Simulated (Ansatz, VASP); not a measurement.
# SnO2: VASP beside Ansatz

File INCAR:

```
SYSTEM = SnO2
PREC = Accurate
ENCUT = 520
EDIFF = 1E-6
ISMEAR = -1
SIGMA = 0.02
LREAL = .False.
LASPH = .True.
NELM = 100
ALGO = Normal
ISIF = 2
LWAVE = .False.
LCHARG = .False.
GGA = PE
NBANDS = 35
```

Contents of KPOINTS:

```
Automatic mesh
0
Gamma
  6 6 8
  0 0 0
```

POSCAR

```
SnO2
1.0
    4.6434058489      0.0000000000      0.0000000000
    0.0000000000      4.6435846124      0.0000000000
    0.0000000000      0.0000000000      3.2609101586
Sn O
2 4
Direct
    0.5000000000      0.5000000000      0.5000000000
    0.0000000000      0.0000000000      0.0000000000
    0.3064420397      0.3065071240      0.0000000000
    0.8064420397      0.1934928760      0.5000000000
    0.1935579603      0.8065071240      0.5000000000
    0.6935579603      0.6934928760      0.0000000000
```

Input for Ansatz:

```yaml
crystal:
  lattice:
    - [4.6434058489, 0.0, 0.0]
    - [0.0, 4.6435846124, 0.0]
    - [0.0, 0.0, 3.2609101586]
  atoms:
    - { symbol: Sn, position: [0.5, 0.5, 0.5] }
    - { symbol: Sn, position: [0.0, 0.0, 0.0] }
    - { symbol: O, position: [0.3064420397, 0.306507124, 0.0] }
    - { symbol: O, position: [0.8064420397, 0.193492876, 0.5] }
    - { symbol: O, position: [0.1935579603, 0.806507124, 0.5] }
    - { symbol: O, position: [0.6935579603, 0.693492876, 0.0] }
kpoints:
  mp_grid: { grid: [6, 6, 8] }
  band_path:
    path:
      - [0.0, 0.0, 0.0]
      - [0.0, 0.5000096244, 0.0]
      - [0.4999903756, 0.5000096244, 0.0]
      - [0.0, 0.0, 0.5]
      - [0.0, 0.5000096244, 0.5]
      - [0.4999903756, 0.5000096244, 0.5]
    npoints: 1
hamiltonian:
  xc: pbe
scf:
  occupations: { method: fermi_dirac, width: 0.02 }
  n_extra_bands: 5
output:
  forces: true
  stress: true
  eigenvalues: true
  write_density: true
  write_potential: true
  elf: true
  volumetric_format: npy
```

Change from the starting cell: epitaxial_xy strain -2.5%.

Alike in both runs: task single point; functional PBE; k mesh 6 × 6 × 8; occupations fermi-dirac, width 0.02 eV; no spin polarisation.

|  | VASP | Ansatz |
| --- | --- | --- |
| version | VASP 6.6.1 | Ansatz 0.2.0 |
| potentials or method | VASP PAW PBE potentials, release 64 (Sn_d, O) | plane waves, PAW |
| plane-wave cutoff (eV) | 520 | 420 |
| valence electrons in the cell | 52 | 52 |

```csv
,VASP,Ansatz,Ansatz less VASP
gap on the k mesh at the Fermi level (eV),1.33,1.34,+0.009
pressure (GPa),14.2,13.5,-0.73
"traceless stress, the component that is largest in VASP (GPa)",-4.03,-4.20,-0.177
rms of the force components (eV/Å),0.000,0.003,+0.0030
```

Atom by atom the forces differ by 0.003 eV/Å (rms over components).
